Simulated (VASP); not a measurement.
# La36HO54 (a cell with a defect) in VASP: single point with PBE

Aim: the single point of La36HO54 (a cell with a defect) with PBE.

Everything below comes from runs of VASP 6.6.1. Logs are shortened: lines on timing, memory, paths and dates and some standing lists are left out, and cuts for length are marked.

## 1. The cell of the first run

The cell holds a defect, 91 atoms: a = 11.822 Å, b = 11.822 Å, c = 12.376 Å, α = 90.00°, β = 90.00°, γ = 120.00°.

## 2. Single point, PBE

Contents of INCAR:

```
PREC     = Accurate       # precision mode
ENCUT    = 520            # plane-wave cutoff, eV
EDIFF    = 1E-6           # SCF threshold, eV
ISMEAR   = -1             # smearing method
SIGMA    = 0.01           # smearing width, eV
LREAL    = Auto         
LASPH    = True           # aspherical terms in the spheres
NELM     = 200            # most SCF steps
ALGO     = Normal         # electronic algorithm
ISIF     = 2              # what is computed and relaxed
LWAVE    = False          # write WAVECAR
LCHARG   = False          # write CHGCAR
GGA      = PE             # functional
NELECT   = 720.0        
NBANDS   = 412            # bands
GGA_COMPAT= False        
LMAXMIX  = 6              # l up to which the mixer works
ISYM     = -1           
KPAR     = 1
```

Contents of KPOINTS:

```
explicit points
1
Reciprocal
  0.25000000   0.25000000   0.25000000 1
```

Contents of POSCAR:

```
La36HO54
1.0
   11.8217180600     -0.0000000900      0.0000000000
   -5.9108589500     10.2379082000      0.0000000000
    0.0000000000      0.0000000000     12.3757188400
La O H
36 54 1
Direct
    0.2234275900      0.1123597400      0.3756733300
    0.1131228700      0.2224684800      0.1236620900
    0.2235531700      0.1111999800      0.8751010000
    0.1132905300      0.2228201600      0.6238037200
    0.2212728700      0.4449501900      0.3749242000
    0.1131229200      0.5592072800      0.1236185700
    0.2204092700      0.4444421200      0.8796302200
    0.1128646000      0.5585245300      0.6237346800
    0.2233272300      0.7794646500      0.3758359100
    0.1108168300      0.8894741300      0.1215930100
    0.2239303900      0.7806703300      0.8748689000
    0.1102083900      0.8892420100      0.6227650100
    0.5561408800      0.1123380600      0.3756936600
    0.4458794700      0.2246330000      0.1214828500
    0.5548129000      0.1111689200      0.8751176100
    0.4456941900      0.2242004100      0.6230943800
    0.5544132200      0.4417516600      0.3732907400
    0.4449321500      0.5566609800      0.1233140000
    0.5570804000      0.4470108800      0.8743934200
    0.4305644900      0.5490126000      0.6264875900
    0.5543625500      0.7805773600      0.3734397400
    0.4457309300      0.8894632400      0.1216421400
    0.5577544100      0.7783472700      0.8742198700
    0.4460962000      0.8893179400      0.6227460600
    0.8906606800      0.1142225000      0.3746564300
    0.7765116400      0.2225736200      0.1236389600
    0.8913673700      0.1157122500      0.8798732900
    0.7765850600      0.2227534400      0.6237708300
    0.8907584800      0.4450164600      0.3748375400
    0.7789000600      0.5567159100      0.1232568500
    0.8911096100      0.4444213500      0.8796000500
    0.7856356900      0.5490016900      0.6263668500
    0.8933967800      0.7806504400      0.3734704900
    0.7787340200      0.8902682500      0.1233684300
    0.8875938000      0.7782465100      0.8741714300
    0.7870880000      0.9069882800      0.6263262800
    0.2239701000      0.1115147100      0.1766475000
    0.1125881700      0.2227529600      0.3208178500
    0.0002263100     -0.0019339300      0.0012361800
    0.2236984400      0.1113052900      0.6767787400
    0.1133935000      0.2224592900      0.8253433800
    0.0009856500      0.0060708900      0.5030818900
    0.2231154800      0.4457772200      0.1758352700
    0.1126222900      0.5583077600      0.3208935000
    0.0007756500      0.3345623000     -0.0027924300
    0.2171490800      0.4428307600      0.6808355100
    0.1131125000      0.5591596300      0.8250929500
    0.0014604600      0.3353197400      0.4951366800
    0.2239913600      0.7808456800      0.1772182800
    0.1117028000      0.8901609200      0.3240719400
    0.0004535300      0.6703061700      0.0016462600
    0.2239272600      0.7807293600      0.6761199200
    0.1080316400      0.8879805100      0.8194447600
    0.0006292300      0.6638508100      0.5023505800
    0.5547319100      0.1115030800      0.1766174200
    0.4454479700      0.2237358400      0.3232855900
    0.3336982100      0.0002813300     -0.0054900700
    0.5547494200      0.1112995100      0.6768942000
    0.4467843900      0.2264171400      0.8202029300
    0.3346552000      0.0018856500      0.4988520400
    0.5564469600      0.4458366100      0.1779706700
    0.4467960300      0.5574494500      0.3243600200
    0.3371004100      0.3353003900      0.0013428100
    0.5597557000      0.4524827400      0.6713683800
    0.4416748200      0.5550597600      0.8222103500
    0.3298217100      0.3341548000      0.5024179600
    0.5564227400      0.7789390600      0.1784451600
    0.4456360200      0.8900894700      0.3239640300
    0.3368919900      0.6704190200      0.0014662500
    0.5609588500      0.7749577300      0.6698777800
    0.4470614900      0.8879653900      0.8193197900
    0.3298858000      0.6635880300      0.5021765700
    0.8896580900      0.1122705400      0.1756953500
    0.7773953700      0.2229304400      0.3208477700
    0.6649612800     -0.0018905100      0.0009919600
    0.8934294000      0.1197352800      0.6810012100
    0.7762080900      0.2225074900      0.8252785200
    0.6723524100      0.0065153000      0.5029579300
    0.8897383100      0.4458038200      0.1758786100
    0.7777239800      0.5573362100      0.3244334600
    0.6654573200      0.3353856600      0.0013725900
    0.8928307400      0.4428336000      0.6806269800
    0.7804907200      0.5549361300      0.8221807900
    0.6713319300      0.3340752100      0.5025178600
    0.8896920300      0.7790019400      0.1786527500
    0.7778681300      0.8887880200      0.3248899900
    0.6681902800      0.6690168700     -0.0031778100
    0.8810497200      0.7749609100      0.6701673000
    0.7808969900      0.8947916900      0.8218480700
    0.6666524500      0.6660882800      0.4919966100
    0.6689629100      0.6710006600      0.5704088000
```

Potentials or basis: VASP PAW PBE potentials, release 64 (La, O, H).

Command:

```
$ cat potpaw_PBE.64/La/POTCAR potpaw_PBE.64/O/POTCAR potpaw_PBE.64/H/POTCAR > POTCAR
$ mpirun -np 4 vasp_std > vasp.out
```

OUTCAR:

```text
PREC = Accurate
   ENCUT = 520
   EDIFF = 1E-6
   ISMEAR = -1
   LREAL = Auto
   LASPH = True
   NELM = 200
   ISIF = 2
   GGA = PE
   NELECT = 720.0
   ISYM = -1

 ion  position               nearest neighbor table
   1  0.223  0.112  0.376-  50 2.36  56 2.36  38 2.36  37 2.46  60 2.73  66 2.76  42 2.77
   2  0.113  0.222  0.124-  37 2.36  43 2.38  73 2.38  38 2.44  63 2.75  39 2.75  45 2.78
   3  0.224  0.111  0.875-  41 2.35  59 2.38  53 2.39  40 2.45  57 2.70  39 2.77  63 2.78
   4  0.113  0.223  0.624-  76 2.36  46 2.36  40 2.36  41 2.49  42 2.68  66 2.68  48 2.79
   5  0.221  0.445  0.375-  44 2.37  38 2.37  62 2.39  43 2.46  48 2.70  72 2.74  66 2.74
   6  0.113  0.559  0.124-  49 2.36  79 2.38  43 2.38  44 2.44  51 2.74  69 2.74  45 2.78
[... 69 lines left out ...]
  76  0.893  0.120  0.681-  36 2.28   4 2.36  28 2.36  27 2.46
  77  0.776  0.223  0.825-  15 2.35  31 2.37  27 2.37  28 2.49
  78  0.672  0.007  0.503-  28 2.67  36 2.67  25 2.74  24 2.75  13 2.77  21 2.81
  79  0.890  0.446  0.176-  30 2.36  26 2.38   6 2.38  29 2.46
  80  0.778  0.557  0.324-  17 2.37  33 2.37  29 2.39  30 2.49
  81  0.665  0.335  0.001-  14 2.70  30 2.72  26 2.75  19 2.75  31 2.76  15 2.78
  82  0.893  0.443  0.681-  32 2.29   8 2.36  28 2.36  31 2.46
  83  0.780  0.555  0.822-  31 2.37  35 2.38  19 2.38  32 2.43
  84  0.671  0.334  0.503-  28 2.68  32 2.68  29 2.75  16 2.75  13 2.76  17 2.80
  85  0.890  0.779  0.179-  10 2.37  34 2.38  30 2.38  33 2.41
  86  0.778  0.889  0.325-  21 2.37  33 2.37  25 2.39  34 2.49
  87  0.668  0.669  0.997-  35 2.71  23 2.71  19 2.73  34 2.75  30 2.77  18 2.77
  88  0.881  0.775  0.670-  32 2.39  36 2.39  12 2.42  35 2.53
  89  0.781  0.895  0.822-  27 2.37  23 2.38  35 2.38  36 2.42
  90  0.667  0.666  0.492-  91 0.97  17 2.73  33 2.75  21 2.75
  91  0.669  0.671  0.570-  90 0.97

IMPORTANT INFORMATION: All symmetrisations will be switched off!
NOSYMM: (Re-)initialisation of all symmetry stuff for point group C_1.

----------------------------------------------------------------------------------------

                                     Primitive cell

  volume of cell :    1497.8291

  direct lattice vectors                    reciprocal lattice vectors
    11.821718060 -0.000000090  0.000000000     0.084590074  0.048838101  0.000000000
    -5.910858950 10.237908200  0.000000000     0.000000001  0.097676203  0.000000000
     0.000000000  0.000000000 12.375718840     0.000000000  0.000000000  0.080803387

  length of vectors
    11.821718060 11.821718058 12.375718840     0.097676203  0.097676203  0.080803387

  position of ions in fractional coordinates (direct lattice)
     0.223427590  0.112359740  0.375673330
     0.113122870  0.222468480  0.123662090
     0.223553170  0.111199980  0.875101000
     0.113290530  0.222820160  0.623803720
     0.221272870  0.444950190  0.374924200
     0.113122920  0.559207280  0.123618570
[... 83 lines left out ...]
     0.666652450  0.666088280  0.491996610
     0.668962910  0.671000660  0.570408800

  ion indices of the primitive-cell ions
   primitive index   ion index
                 1           1
                 2           2
                 3           3
                 4           4
                 5           5
                 6           6
[... 83 lines left out ...]
                90          90
                91          91

----------------------------------------------------------------------------------------

 KPOINTS: explicit points

Read explicit list of k-points.

 Found      1 k-points:

 Following reciprocal coordinates:
            Coordinates               Weight
  0.250000  0.250000  0.250000      1.000000
   k-points           NKPTS =      1   k-points in BZ     NKDIM =      1   number of bands    NBANDS=    412
   number of dos      NEDOS =    301   number of ions     NIONS =     91
   total plane-waves  NPLWV = 777600
   dimension x,y,z NGX =    90 NGY =   90 NGZ =   96
   dimension x,y,z NGXF=   180 NGYF=  180 NGZF=  192
   ions per type =              36  54   1
   NGX,Y,Z   is equivalent  to a cutoff of  12.66, 12.66, 12.90 a.u.
   NGXF,Y,Z  is equivalent  to a cutoff of  25.31, 25.31, 25.79 a.u.
 SYSTEM =  unknown system
   PREC   = accura    normal or accurate (medium, high low for compatibility)
   ISTART =      0    job   : 0-new  1-cont  2-samecut
   ICHARG =      2    charge: 1-file 2-atom 10-const
   ISPIN  =      1    spin polarized calculation?
   LNONCOLLINEAR =      F non collinear calculations
   LSORBIT =      F    spin-orbit coupling
   LASPH  =      T    aspherical Exc in radial PAW
   ENCUT  =  520.0 eV  38.22 Ry    6.18 a.u.  21.98 21.98 23.01*2*pi/ulx,y,z
   NELM   =    200;   NELMIN=  2; NELMDL= -5     # of ELM steps
   EDIFF  = 0.1E-05   stopping-criterion for ELM
   LREAL  =      T    real-space projection
   EDIFFG = 0.1E-04   stopping-criterion for IOM
   NSW    =      0    number of steps for IOM
   IBRION =     -1    ionic relax: 0-MD 1-quasi-New 2-CG
   NFREE  =      0    steps in history (QN), initial steepest desc. (CG)
   ISIF   =      2    stress and relaxation
   ISYM   =     -1    0-nonsym 1-usesym 2-fastsym
   POTIM  = 0.5000    time-step for ionic-motion
   TEBEG  =    0.0;   TEEND  =   0.0 temperature during run
   PSTRESS=    0.0 pullay stress
   NELECT =     720.0000    total number of electrons
   NUPDOWN=      -1.0000    fix difference up-down
   EMIN   =  10.00;   EMAX   =-10.00  energy-range for DOS
   EFERMI =   0.00;   METHOD = LEGACY
   ISMEAR =    -1;   SIGMA  =   0.01  broadening in eV -4-tet -1-fermi 0-gaus
   EFERMI_NEDOS =   21; number of points for ismear=-14 and -15
   IALGO  =     38    algorithm
   IMIX   =      4    mixing-type and parameters
     AMIX     =   0.40;   BMIX     =  1.00
     AMIX_MAG =   1.60;   BMIX_MAG =  1.00
  volume/ion in A,a.u.               =      16.46       111.08
  Fermi-wavevector in a.u.,A,eV,Ry     =   1.282424  2.423430 22.376289  1.644611
  Thomas-Fermi vector in A             =   2.414736
   LORBIT       =      0    0 simple, 1 ext, 2 COOP (PROOUT), +10 PAW based schemes
   GGA     = PE    functional components
   LHFCALC =     F    Hartree Fock is set to
   AEXX    =    0.0000 exact exchange contribution
   IVDW    =     0    specifies the selected vdW correction
   LEPSILON=     F    determine dielectric tensor
   LRPA    =     F    only Hartree local field effects (RPA)
 non-spin polarized calculation
  energy-cutoff  :      520.00
  volume of cell :     1497.83
 maximum number of plane-waves:     40316
 NGX is ok and might be reduce to    90
   NGX = 43   NGY = 43   NGZ = 47

 number of electron     719.9999957 magnetization

 Free energy of the ion-electron system (eV)
  ---------------------------------------------------
  ext. energy  EPLUGINS =         0.00000000
  ---------------------------------------------------
  free energy    TOTEN  =      -763.58001258 eV

  energy without entropy =     -763.58001258  energy(sigma->0) =     -763.58001258

 E-fermi :   6.0708     XC(G=0): -10.3797

 val. band max:        5.7784599572   @ k =   0.2500   0.2500   0.2500
 cond. band min:       9.7230951410   @ k =   0.2500   0.2500   0.2500
 fundamental gap:      3.9446351838
 Fermi energy:         6.0708416233

 k-point     1 :       0.2500    0.2500    0.2500
  band No.  band energies     occupation
      1     -24.0084      2.00000
      2     -23.9739      2.00000
      3     -23.9583      2.00000
      4     -23.9524      2.00000
      5     -23.9235      2.00000
      6     -23.9149      2.00000
[... 364 lines left out ...]
    371      10.1277      0.00000
    372      10.1333      0.00000
 [bands above 372 left out]

------------------------ aborting loop because EDIFF is reached ----------------------------------------

  FORCE on cell =-STRESS in cart. coord.  units (eV):
  Direction    XX          YY          ZZ          XY          YZ          ZX
  --------------------------------------------------------------------------------------
  -------------------------------------------------------------------------------------
  Total       -6.3507271     -6.0739355    -10.0853507     -0.2014614      0.1374311     -0.2521170
  in kB       -6.7931589     -6.4970842    -10.7879600     -0.2154965      0.1470054     -0.2696810
  external PRESSURE =      -8.0260677 kB  Pullay stress =       0.0000000 kB

 VOLUME and BASIS-vectors are now :
 -----------------------------------------------------------------------------
  energy-cutoff  :      520.00
  volume of cell :     1497.83
      direct lattice vectors                 reciprocal lattice vectors
    11.821718060 -0.000000090  0.000000000     0.084590074  0.048838101  0.000000000
    -5.910858950 10.237908200  0.000000000     0.000000001  0.097676203  0.000000000
     0.000000000  0.000000000 12.375718840     0.000000000  0.000000000  0.080803387

 POSITION                                       TOTAL-FORCE (eV/Angst)
 -----------------------------------------------------------------------------------
      1.97716      1.15033      4.64923        -0.011684      0.004921      0.020909
      0.02233      2.27761      1.53041         0.012341     -0.005135     -0.014406
      1.98550      1.13846     10.83000        -0.013895      0.007969      0.013443
      0.02223      2.28121      7.72002         0.006524     -0.003730     -0.015601
     -0.01421      4.55536      4.63996        -0.010418      0.004545      0.010230
     -1.96809      5.72511      1.52987         0.010535     -0.007710     -0.011298
[... 83 lines left out ...]
      3.94382      6.81935      6.08881         0.001968     -0.004512     -0.132498
      3.94210      6.86964      7.05922         0.000472      0.012027      0.126644
 -----------------------------------------------------------------------------------
    total drift:                               -0.008620     -0.013109     -0.024725

  FREE ENERGIE OF THE ION-ELECTRON SYSTEM (eV)
  ---------------------------------------------------
  free  energy   TOTEN  =      -763.5800125839 eV

  energy  without entropy=     -763.5800125839  energy(sigma->0) =     -763.58001258
```

Wall time 13 min (4 MPI ranks of Intel Xeon Platinum 8559C (Emerald Rapids), shared host); peak memory 0.7 GiB.

Results:

```yaml
Free_energy: -763.5800 eV
Largest_force: 0.133 eV/Å
```

Forces in eV/Å, atoms in the order of the input:
```
La  -0.012  0.005  0.021
La   0.012 -0.005 -0.014
La  -0.014  0.008  0.013
La   0.007 -0.004 -0.016
La  -0.010  0.005  0.010
La   0.011 -0.008 -0.011
La  -0.010  0.006  0.016
La   0.008 -0.004 -0.017
La  -0.010  0.005  0.023
La   0.014 -0.002 -0.007
La  -0.010 -0.005  0.009
La   0.015 -0.003 -0.006
La  -0.010  0.005  0.018
La   0.010 -0.010 -0.015
La  -0.006  0.008  0.014
La   0.010 -0.010 -0.012
La  -0.010  0.004  0.012
La   0.007 -0.005 -0.014
La  -0.011  0.009  0.020
La  -0.012 -0.016 -0.009
La  -0.009  0.009  0.015
La   0.008 -0.001 -0.012
La  -0.011  0.003  0.014
La   0.006 -0.002 -0.009
La  -0.011  0.012  0.022
La   0.008 -0.007 -0.013
La  -0.008  0.006  0.011
La   0.015 -0.001 -0.015
La  -0.007  0.001  0.016
La   0.006 -0.005 -0.009
La  -0.005  0.006  0.013
La   0.022 -0.011  0.000
La  -0.013  0.007  0.019
La   0.008 -0.004 -0.008
La  -0.007  0.006  0.017
La   0.009 -0.012 -0.006
O   -0.012  0.005  0.020
O    0.011  0.000 -0.021
O   -0.001  0.001  0.006
O   -0.013  0.004  0.021
O    0.005 -0.005 -0.023
O   -0.004  0.000 -0.008
O   -0.010  0.007  0.020
O    0.014 -0.009 -0.023
O    0.000  0.004 -0.002
O    0.003  0.011  0.017
O    0.011 -0.007 -0.027
O   -0.003 -0.005 -0.001
O   -0.013  0.007  0.018
O    0.004 -0.011 -0.024
O    0.000 -0.003 -0.001
O   -0.011  0.006  0.027
O    0.014 -0.001 -0.030
O    0.001  0.000 -0.004
O   -0.008  0.005  0.021
O    0.012 -0.002 -0.017
O   -0.002  0.000  0.008
O   -0.008  0.004  0.018
O    0.012 -0.011 -0.025
O   -0.001 -0.002 -0.010
O   -0.007  0.005  0.028
O    0.003 -0.006 -0.021
O   -0.003  0.001  0.004
O   -0.007  0.009  0.015
O    0.010 -0.005 -0.029
O    0.003  0.001  0.000
O   -0.008  0.006  0.024
O    0.014 -0.010 -0.018
O    0.000 -0.004  0.001
O   -0.011  0.011  0.020
O    0.007  0.001 -0.025
O    0.003  0.003  0.000
O   -0.009  0.002  0.018
O    0.011 -0.001 -0.022
O   -0.001  0.001  0.007
O   -0.009 -0.003  0.023
O    0.012 -0.006 -0.024
O    0.002 -0.005 -0.006
O   -0.009  0.007  0.018
O    0.014  0.001 -0.023
O    0.001  0.001  0.003
O   -0.018  0.008  0.022
O    0.007 -0.001 -0.031
O   -0.004  0.001 -0.003
O   -0.011  0.005  0.015
O    0.015 -0.012 -0.026
O   -0.001 -0.005 -0.002
O   -0.007  0.010  0.013
O    0.012 -0.012 -0.027
O    0.002 -0.005 -0.132
H    0.000  0.012  0.127
```

Caveat: the cell carries a net charge on a neutralising background, which shifts energy and pressure; the cell is charged against a uniform background, so pressure and absolute levels hang on convention; spin-orbit coupling is left out, which moves the levels of the heavy elements.
